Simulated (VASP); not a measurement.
A run of VASP 6.6.1 is set up as follows.

INCAR

```
SYSTEM = CoSi
PREC = Accurate
ENCUT = 520
EDIFF = 1E-6
ISMEAR = 0
SIGMA = 0.1
LREAL = .False.
LASPH = .True.
NELM = 100
ALGO = Normal
ISIF = 2
LWAVE = .False.
LCHARG = .False.
GGA = PE
NBANDS = 36
```

KPOINTS

```
regular mesh
0
Gamma
  8 8 8
  0 0 0
```

The input POSCAR:

```
CoSi
1.0
    4.3403981963      0.0000000000      0.0000000000
    0.0000000000      4.3403981963      0.0000000000
    0.0000000000      0.0000000000      4.3403981963
Co Si
4 4
Direct
    0.1469179746      0.1469179746      0.1469179746
    0.3530820254      0.8530820254      0.6469179746
    0.6469179746      0.3530820254      0.8530820254
    0.8530820254      0.6469179746      0.3530820254
    0.8439032067      0.8439032067      0.8439032067
    0.6560967933      0.1560967933      0.3439032067
    0.3439032067      0.6560967933      0.1560967933
    0.1560967933      0.3439032067      0.6560967933
```

Potentials or basis: VASP PAW PBE potentials, release 64 (Co, Si).

Launch:

```sh
$ cat potpaw_PBE.64/Co/POTCAR potpaw_PBE.64/Si/POTCAR > POTCAR
$ mpirun -np 1 vasp_std > vasp.out
```

(1) What does it give for the pressure?

(2) Predict the largest force.

(3) What does it give for the band gap on the k mesh?

## Answers

(1) 15.6 GPa.

(2) 0.005 eV/Å.

(3) zero (bands 26 and 27 overlap by 0.23 eV).

Caveat: the cell stands under pressure; the run has no spin polarisation, though such a crystal can be magnetic.
